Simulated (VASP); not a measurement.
# Mo (I4/mmm) in VASP: notebook

Runs on Mo. Level: LDA. Tasks: single point.

Everything below comes from runs of VASP 6.6.1. Logs are shortened: lines on timing, memory, paths and dates and some standing lists are left out, and cuts for length are marked.

### 1 The cell of the first run

The structure is tetragonal, space group I4/mmm (No. 139). Conventional cell: a = 2.940 Å, b = 2.940 Å, c = 3.454 Å, α = 90.00°, β = 90.00°, γ = 90.00°. Mo (site symmetry 4/mmm) has 14 Mo at 2.70 to 3.45 Å within 3.6 Å.

### 2 Single point, LDA

File INCAR:

```
PREC     = Accurate       # precision mode
ENCUT    = 520            # plane-wave cutoff, eV
EDIFF    = 1E-6           # SCF threshold, eV
ISMEAR   = 0              # smearing method
SIGMA    = 0.15           # smearing width, eV
LREAL    = F              # projectors in reciprocal space
LASPH    = T              # aspherical terms in the spheres
NELM     = 60             # most SCF steps
ALGO     = Fast           # electronic algorithm
ISIF     = 2              # what is computed and relaxed
LWAVE    = F              # write WAVECAR
LCHARG   = F              # write CHGCAR
GGA      = CA             # functional
NBANDS   = 13             # bands
```

File KPOINTS:

```
regular mesh
0
Gamma
  20 20 20
```

File POSCAR:

```
Mo
1.0
   -1.4701212877      1.4701212877      1.7268091316
    1.4701212877     -1.4701212877      1.7268091316
    1.4701212877      1.4701212877     -1.7268091316
Mo
1
Direct
    0.0000000000      0.0000000000      0.0000000000
```

Potentials or basis: VASP PAW LDA potentials, release 64 (Mo_sv).

Launch:

```bash
cat potpaw_LDA.64/Mo_sv/POTCAR > POTCAR
mpirun -np 1 vasp_std > vasp.out
```

OUTCAR:

```text
PREC = Accurate
   ENCUT = 520
   EDIFF = 1E-6
   ISMEAR = 0
   LREAL = F
   LASPH = T
   NELM = 60
   ISIF = 2
   GGA = CA

 ion  position               nearest neighbor table
   1  0.000  0.000  0.000-

  LATTYP: Found a body centered tetragonal cell.
 ALAT       =     2.9402425754
 C/A-ratio  =     1.1746031746

  Lattice vectors:

 A1 = (  -1.4701212877,   1.4701212877,   1.7268091316)
 A2 = (   1.4701212877,  -1.4701212877,   1.7268091316)
 A3 = (   1.4701212877,   1.4701212877,  -1.7268091316)

Analysis of symmetry for initial positions (statically):
=====================================================================
 Subroutine PRICEL returns:
 Original cell was already a primitive cell.

 Routine SETGRP: Setting up the symmetry group for a
 body centered tetragonal supercell.

 Subroutine GETGRP returns: Found 16 space group operations
 (whereof 16 operations were pure point group operations)
 out of a pool of 16 trial point group operations.

The static configuration has the point symmetry D_4h.

Analysis of symmetry for dynamics (positions and initial velocities):
=====================================================================
 Subroutine PRICEL returns:
 Original cell was already a primitive cell.

 Routine SETGRP: Setting up the symmetry group for a
 body centered tetragonal supercell.

 Subroutine GETGRP returns: Found 16 space group operations
 (whereof 16 operations were pure point group operations)
 out of a pool of 16 trial point group operations.

The dynamic configuration has the point symmetry D_4h.

 Subroutine INISYM returns: Found 16 space group operations
 (whereof 16 operations are pure point group operations),
 and found     1 'primitive' translations

----------------------------------------------------------------------------------------

                                     Primitive cell

  volume of cell :      14.9283

  direct lattice vectors                    reciprocal lattice vectors
    -1.470121288  1.470121288  1.726809132     0.000000000  0.340107993  0.289551399
     1.470121288 -1.470121288  1.726809132     0.340107993  0.000000000  0.289551399
     1.470121288  1.470121288 -1.726809132     0.340107993  0.340107993  0.000000000

  length of vectors
     2.702662202  2.702662202  2.702662202     0.446669295  0.446669295  0.480985336

  position of ions in fractional coordinates (direct lattice)
     0.000000000  0.000000000  0.000000000

  ion indices of the primitive-cell ions
   primitive index   ion index
                 1           1

----------------------------------------------------------------------------------------

 KPOINTS: regular mesh

Automatic generation of k-mesh.
 Grid dimensions read from file:
 generate k-points for:   20   20   20

 Generating k-lattice:

  Cartesian coordinates                     Fractional coordinates (reciprocal lattice)
     0.000000000  0.017005400  0.014477570     0.050000000  0.000000000 -0.000000000
     0.017005400  0.000000000  0.014477570     0.000000000  0.050000000 -0.000000000
     0.017005400  0.017005400  0.000000000     0.000000000  0.000000000  0.050000000

  Length of vectors
     0.022333465  0.022333465  0.024049267

  Shift w.r.t. Gamma in fractional coordinates (k-lattice)
     0.000000000  0.000000000  0.000000000

 Subroutine IBZKPT returns following result:
 ===========================================

 Found    641 irreducible k-points:

 Following reciprocal coordinates:
            Coordinates               Weight
  0.000000  0.000000  0.000000      1.000000
  0.050000  0.000000 -0.000000      8.000000
  0.100000  0.000000 -0.000000      8.000000
  0.150000  0.000000  0.000000      8.000000
  0.200000  0.000000 -0.000000      8.000000
  0.250000  0.000000 -0.000000      8.000000
[... 16 lines left out ...]
 -0.400000  0.050000  0.000000     16.000000
 -0.350000  0.050000  0.000000     16.000000
 [... further k-points ...]
   k-points           NKPTS =    641   k-points in BZ     NKDIM =    641   number of bands    NBANDS=     13
   number of dos      NEDOS =    301   number of ions     NIONS =      1
   total plane-waves  NPLWV =   8000
   dimension x,y,z NGX =    20 NGY =   20 NGZ =   20
   dimension x,y,z NGXF=    40 NGYF=   40 NGZF=   40
   ions per type =               1
   NGX,Y,Z   is equivalent  to a cutoff of  12.30, 12.30, 12.30 a.u.
   NGXF,Y,Z  is equivalent  to a cutoff of  24.60, 24.60, 24.60 a.u.
 SYSTEM =  unknown system
   PREC   = accura    normal or accurate (medium, high low for compatibility)
   ISTART =      0    job   : 0-new  1-cont  2-samecut
   ICHARG =      2    charge: 1-file 2-atom 10-const
   ISPIN  =      1    spin polarized calculation?
   LNONCOLLINEAR =      F non collinear calculations
   LSORBIT =      F    spin-orbit coupling
   LASPH  =      T    aspherical Exc in radial PAW
   ENCUT  =  520.0 eV  38.22 Ry    6.18 a.u.   5.03  5.03  5.03*2*pi/ulx,y,z
   NELM   =     60;   NELMIN=  2; NELMDL= -5     # of ELM steps
   EDIFF  = 0.1E-05   stopping-criterion for ELM
   LREAL  =      F    real-space projection
   EDIFFG = 0.1E-04   stopping-criterion for IOM
   NSW    =      0    number of steps for IOM
   IBRION =     -1    ionic relax: 0-MD 1-quasi-New 2-CG
   NFREE  =      0    steps in history (QN), initial steepest desc. (CG)
   ISIF   =      2    stress and relaxation
   ISYM   =      2    0-nonsym 1-usesym 2-fastsym
   POTIM  = 0.5000    time-step for ionic-motion
   TEBEG  =    0.0;   TEEND  =   0.0 temperature during run
   PSTRESS=    0.0 pullay stress
   NELECT =      14.0000    total number of electrons
   NUPDOWN=      -1.0000    fix difference up-down
   EMIN   =  10.00;   EMAX   =-10.00  energy-range for DOS
   EFERMI =   0.00;   METHOD = LEGACY
   ISMEAR =     0;   SIGMA  =   0.15  broadening in eV -4-tet -1-fermi 0-gaus
   EFERMI_NEDOS =   21; number of points for ismear=-14 and -15
   IALGO  =     68    algorithm
   IMIX   =      4    mixing-type and parameters
     AMIX     =   0.40;   BMIX     =  1.00
     AMIX_MAG =   1.60;   BMIX_MAG =  1.00
  volume/ion in A,a.u.               =      14.93       100.74
  Fermi-wavevector in a.u.,A,eV,Ry     =   1.602436  3.028164 34.937044  2.567800
  Thomas-Fermi vector in A             =   2.699257
   LORBIT       =      0    0 simple, 1 ext, 2 COOP (PROOUT), +10 PAW based schemes
   GGA     = CA    functional components
   LHFCALC =     F    Hartree Fock is set to
   AEXX    =    0.0000 exact exchange contribution
   IVDW    =     0    specifies the selected vdW correction
   LEPSILON=     F    determine dielectric tensor
   LRPA    =     F    only Hartree local field effects (RPA)
 non-spin polarized calculation
 RMM-DIIS sequential band-by-band and
 Gauss-broadening in eV      SIGMA  =   0.15
  energy-cutoff  :      520.00
  volume of cell :       14.93
 maximum number of plane-waves:       426
   NGX = 11   NGY = 11   NGZ = 11

 number of electron      14.0000002 magnetization

 Free energy of the ion-electron system (eV)
  ---------------------------------------------------
  ext. energy  EPLUGINS =         0.00000000
  ---------------------------------------------------
  free energy    TOTEN  =       -11.91136315 eV

  energy without entropy =      -11.90073036  energy(sigma->0) =      -11.90604675

 E-fermi :  13.1570     XC(G=0): -13.8566

 val. band max:       13.1535487970   @ k =  -0.1500   0.0500  -0.0000
 cond. band min:      13.1575596517   @ k =   0.0000   0.0000   0.0000
 fundamental gap:      0.0040108547
 Fermi energy:        13.1569595021

 k-point     1 :       0.0000    0.0000    0.0000
  band No.  band energies     occupation
      1     -47.6779      2.00000
      2     -21.0118      2.00000
      3     -21.0118      2.00000
      4     -21.0001      2.00000
      5       5.8587      2.00000
      6      11.4648      2.00000
      7      11.4648      2.00000
      8      13.1576      0.99549
      9      13.5610      0.00014
     10      15.6816      0.00000
     11      26.5155      0.00000
     12      29.4305      0.00000
     13      29.4305      0.00000

 k-point     2 :       0.0500    0.0000   -0.0000
  band No.  band energies     occupation
      1     -47.6704      2.00000
      2     -21.0512      2.00000
      3     -21.0221      2.00000
      4     -21.0054      2.00000
      5       5.9719      2.00000
      6      11.4579      2.00000
      7      11.5064      2.00000
      8      13.1534      1.02688
      9      13.5220      0.00058
     10      15.6240      0.00000
     11      26.7279      0.00000
     12      29.4720      0.00000
     13      29.6209      0.00000

 k-point     3 :       0.1000    0.0000   -0.0000
  band No.  band energies     occupation
      1     -47.6486      2.00000
      2     -21.1769      2.00000
      3     -21.0518      2.00000
      4     -21.0084      2.00000
      5       6.2968      2.00000
      6      11.4233      2.00000
      7      11.5876      2.00000
      8      13.1922      0.73947
      9      13.4438      0.00684
     10      15.4788      0.00000
     11      27.2941      0.00000
     12      29.4978      0.00000
     13      30.1794      0.00000
[... 305 lines left out ...]
 k-point    23 :      -0.4000    0.0500    0.0000
  band No.  band energies     occupation
      1     -47.4048      2.00000
      2     -22.4432      2.00000
      3     -21.3714      2.00000
      4     -21.0598      2.00000
      5       7.9922      2.00000
      6      10.6341      2.00000
      7      12.8317      1.99784
      8      13.7165      0.00000
      9      16.0285      0.00000
     10      16.8906      0.00000
     11      25.7176      0.00000
     12      27.3213      0.00000
     13      33.7440      0.00000

 k-point    24 :      -0.3500    0.0500    0.0000
  band No.  band energies     occupation
      1     -47.4442      2.00000
      2     -22.2503      2.00000
      3     -21.3182      2.00000
      4     -21.0575      2.00000
      5       8.0773      2.00000
      6      10.8352      2.00000
      7      12.1696      2.00000
      8      13.5329      0.00039
      9      15.6972      0.00000
     10      16.0364      0.00000
     11      26.3289      0.00000
     12      28.5500      0.00000
     13      35.2732      0.00000

 [... further k-points ...]
[... 5 lines left out ...]
  --------------------------------------------------------------------------------------
  -------------------------------------------------------------------------------------
  Total        1.6861416      1.6861416     -1.5264313      0.0000000      0.0000000      0.0000000
  in kB      180.9647454    180.9647454   -163.8238726      0.0000000      0.0000000      0.0000000
  external PRESSURE =      66.0352061 kB  Pullay stress =       0.0000000 kB

 VOLUME and BASIS-vectors are now :
 -----------------------------------------------------------------------------
  energy-cutoff  :      520.00
  volume of cell :       14.93
      direct lattice vectors                 reciprocal lattice vectors
    -1.470121288  1.470121288  1.726809132     0.000000000  0.340107993  0.289551399
     1.470121288 -1.470121288  1.726809132     0.340107993  0.000000000  0.289551399
     1.470121288  1.470121288 -1.726809132     0.340107993  0.340107993  0.000000000

 POSITION                                       TOTAL-FORCE (eV/Angst)
 -----------------------------------------------------------------------------------
      0.00000      0.00000      0.00000        -0.000000     -0.000000      0.000000
 -----------------------------------------------------------------------------------
    total drift:                                0.000000     -0.000000     -0.000000

  FREE ENERGIE OF THE ION-ELECTRON SYSTEM (eV)
  ---------------------------------------------------
  free  energy   TOTEN  =       -11.9113631453 eV

  energy  without entropy=      -11.9007303615  energy(sigma->0) =      -11.90604675
```

It took 38 s on 1 thread of AMD EPYC 9R45 (Zen 5), shared host; peak memory 0.19 GiB.

What came out:

```yaml
Free_energy: -11.9114 eV
Pressure: 6.6 GPa
Band_gap_on_the_k_mesh: zero (bands 7 and 8 overlap by 5.09 eV)
```

Stress tensor (GPa, compression positive):
```
 18.10   0.00   0.00
  0.00  18.10   0.00
  0.00   0.00 -16.38
```

Levels at points of the mesh, in eV from the Fermi level:
```
           k point  band 4  band 5  band 6  band 7  band 8  band 9  band 10  band 11
(0.00, 0.00, 0.00)  -34.16   -7.30   -1.69   -1.69    0.00    0.40     2.52    13.36
(0.50, 0.00, 0.00)  -34.20   -5.43   -2.73    0.20    1.62    3.09     4.79    11.98
(0.50, 0.50, 0.00)  -34.38   -5.72   -4.64    2.90    3.31    3.43     5.34    12.09
(0.50, 0.50, 0.50)  -35.07   -5.91   -5.49    4.02    4.60    4.60     6.85    10.91
```

Caveat: the cell differs from its parent crystal (strain +e along x and -e along y +0.0000, strain +e along z and -e/2 along x and y +0.1100); the cell stands under pressure.

### 3 Single point, LDA

File INCAR:

```
SYSTEM = Mo
PREC = Accurate ; ENCUT = 520
EDIFF = 1E-7 ; ISMEAR = 0
SIGMA = 0.15 ; LREAL = .FALSE.
LASPH = .TRUE. ; NELM = 100
ALGO = Fast ; ISIF = 2
LWAVE = .FALSE. ; LCHARG = .TRUE.
GGA = CA ; LELF = .TRUE.
LVHAR = .TRUE. ; NBANDS = 13
```

File KPOINTS:

```
Automatic mesh
0
G
  20 20 20
  0 0 0
```

File POSCAR:

```
Mo
1.0
   -1.6412465169      1.6412465169      1.3845586730
    1.6412465169     -1.6412465169      1.3845586730
    1.6412465169      1.6412465169     -1.3845586730
Mo
1
Direct
    0.0000000000      0.0000000000      0.0000000000
```

Potentials or basis: VASP PAW LDA potentials, release 64 (Mo_sv).

Launch:

```bash
cat potpaw_LDA.64/Mo_sv/POTCAR > POTCAR
mpirun -np 1 vasp_std > vasp.out
```

Run time: 47 s. Hardware: 1 thread of AMD EPYC 9R45 (Zen 5), shared host; peak memory 0.18 GiB.

Results (log left out):

| Item | Value |
| --- | --- |
| Free energy | -11.8698 eV |
| Pressure | 7.5 GPa |
| Band gap on the k mesh | zero (bands 7 and 8 overlap by 5.79 eV) |

Stress tensor (GPa, compression positive):
```
-5.18  0.00  0.00
 0.00 -5.18  0.00
 0.00  0.00 32.81
```

Levels at points of the mesh, in eV from the Fermi level:
```tsv
k point	band 3	band 4	band 5	band 6	band 7	band 8	band 9	band 10	band 11	band 12
(0.00, 0.00, 0.00)	-34.16	-33.95	-7.23	-2.58	-0.27	-0.27	0.14	2.96	14.20	14.20
(0.50, 0.00, 0.00)	-34.68	-34.27	-5.56	-4.09	1.61	2.65	4.27	5.04	12.19	13.21
(0.50, 0.50, 0.00)	-34.31	-34.07	-5.27	-1.73	0.04	1.09	1.72	5.01	11.47	12.87
(0.50, 0.50, 0.50)	-35.39	-34.71	-5.90	-5.43	4.35	4.35	4.90	8.12	8.12	12.74
```

Caveat: the cell differs from its parent crystal (strain +e along x and -e along y +0.0000, strain +e along z and -e/2 along x and y -0.1100); the cell stands under pressure.

### 4 Single point, LDA

File INCAR:

```
SYSTEM = Mo
PREC     = Accurate       ! precision mode
ENCUT    = 520            ! plane-wave cutoff, eV
EDIFF    = 1E-7           ! SCF threshold, eV
ISMEAR   = 0              ! smearing method
SIGMA    = 0.15           ! smearing width, eV
LREAL    = .False.        ! projectors in reciprocal space
LASPH    = .True.         ! aspherical terms in the spheres
NELM     = 80             ! most SCF steps
ALGO     = Normal         ! electronic algorithm
ISIF     = 2              ! what is computed and relaxed
LWAVE    = .False.        ! write WAVECAR
LCHARG   = .False.        ! write CHGCAR
GGA      = CA             ! functional
NBANDS   = 13             ! bands
```

File KPOINTS:

```
regular mesh
0
Gamma
  20 20 20
  0 0 0
```

File POSCAR:

```
Mo
1.0
   -1.6126997173      1.6126997173      1.4416522723
    1.6126997173     -1.6126997173      1.4416522723
    1.6126997173      1.6126997173     -1.4416522723
Mo
1
Direct
    0.0000000000      0.0000000000      0.0000000000
```

Launch:

```bash
cat potpaw_LDA.64/Mo_sv/POTCAR > POTCAR
mpirun -np 1 vasp_std > vasp.out
```

Run time: 34 s. Hardware: 1 thread of AMD EPYC 9R45 (Zen 5), shared host; peak memory 0.19 GiB.

The run converged. Its results:

```
Free energy            : -12.0054 eV
Pressure               : 4.0 GPa
Band gap on the k mesh : zero (bands 7 and 8 overlap by 5.44 eV)
```

Stress tensor (GPa, compression positive):
```
-7.11  0.00  0.00
 0.00 -7.11  0.00
 0.00  0.00 26.26
```

Levels at points of the mesh, in eV from the Fermi level:
| k point | band 4 | band 5 | band 6 | band 7 | band 8 | band 9 | band 10 | band 11 |
| --- | --- | --- | --- | --- | --- | --- | --- | --- |
| (0.00, 0.00, 0.00) | -34.17 | -7.32 | -2.27 | -0.81 | -0.81 | 0.67 | 2.53 | 14.30 |
| (0.50, 0.00, 0.00) | -34.33 | -5.61 | -4.00 | 1.67 | 2.26 | 3.50 | 5.05 | 12.03 |
| (0.50, 0.50, 0.00) | -34.20 | -5.42 | -2.49 | 0.58 | 1.27 | 1.89 | 4.93 | 11.62 |
| (0.50, 0.50, 0.50) | -35.04 | -5.90 | -5.59 | 4.19 | 4.19 | 4.60 | 8.45 | 8.45 |

Caveat: the cell differs from its parent crystal (strain +e along x and -e along y +0.0000, strain +e along z and -e/2 along x and y -0.0733); the cell stands under pressure.

### 5 Single point, LDA

File INCAR:

```
  PREC = Accurate
  ENCUT = 520
  EDIFF = 1E-6
  ISMEAR = 0
  SIGMA = 0.15
  LREAL = False
  LASPH = True
  NELM = 100
  ALGO = Normal
  ISIF = 2
  LWAVE = False
  LCHARG = True
  GGA = CA
  LELF = True
  LVHAR = True
  NBANDS = 13
```

File KPOINTS:

```
Automatic mesh
0
Gamma
  20 20 20
```

File POSCAR:

```
Mo
1.0
   -1.4986680873      1.4986680873      1.6697155323
    1.4986680873     -1.4986680873      1.6697155323
    1.4986680873      1.4986680873     -1.6697155323
Mo
1
Direct
    0.0000000000      0.0000000000      0.0000000000
```

Launch:

```bash
cat potpaw_LDA.64/Mo_sv/POTCAR > POTCAR
mpirun -np 1 vasp_std > vasp.out
```

Wall time 33 s (1 thread of AMD EPYC 9R45 (Zen 5), shared host); peak memory 0.19 GiB.

It converged, with:

* Free energy: -12.0234 eV
* Pressure: 3.8 GPa
* Band gap on the k mesh: zero (bands 7 and 8 overlap by 5.17 eV)

Stress tensor (GPa, compression positive):
```
 13.80   0.00   0.00
  0.00  13.80   0.00
  0.00   0.00 -16.31
```

Levels at points of the mesh, in eV from the Fermi level:
```csv
k point,band 4,band 5,band 6,band 7,band 8,band 9,band 10,band 11
"(0.00, 0.00, 0.00)",-34.25,-7.34,-1.72,-1.72,-0.52,0.82,2.34,13.71
"(0.50, 0.00, 0.00)",-34.26,-5.50,-3.07,0.71,1.62,2.74,4.88,11.98
"(0.50, 0.50, 0.00)",-34.38,-5.69,-4.38,2.49,2.82,3.04,5.24,11.97
"(0.50, 0.50, 0.50)",-35.22,-5.90,-5.60,4.03,4.43,4.43,7.59,10.34
```

Caveat: the cell differs from its parent crystal (strain +e along x and -e along y +0.0000, strain +e along z and -e/2 along x and y +0.0733); the cell stands under pressure.

### 6 Summary

| cell | gap on the mesh (eV) | pressure (GPa) |
| --- | --- | --- |
| a = 2.703 Å, angles 114.1, 114.1, 100.6°, 1 atom | none | 6.6 |
| a = 2.703 Å, angles 105.2, 105.2, 118.4°, 1 atom | none | 7.5 |
| a = 2.698 Å, angles 106.6, 106.6, 115.4°, 1 atom | none | 4.0 |
| a = 2.698 Å, angles 112.5, 112.5, 103.5°, 1 atom | none | 3.8 |

Alike in all rows: task single point; level LDA; potentials or basis VASP PAW LDA potentials, release 64 (Mo_sv); no spin polarisation; k mesh 20 × 20 × 20; cutoff (eV) 520; smearing gaussian 0.15 eV.

Caveats: the cell stands under pressure.

Total energies depend on the potentials used, so only differences within one code and one set of settings carry meaning.
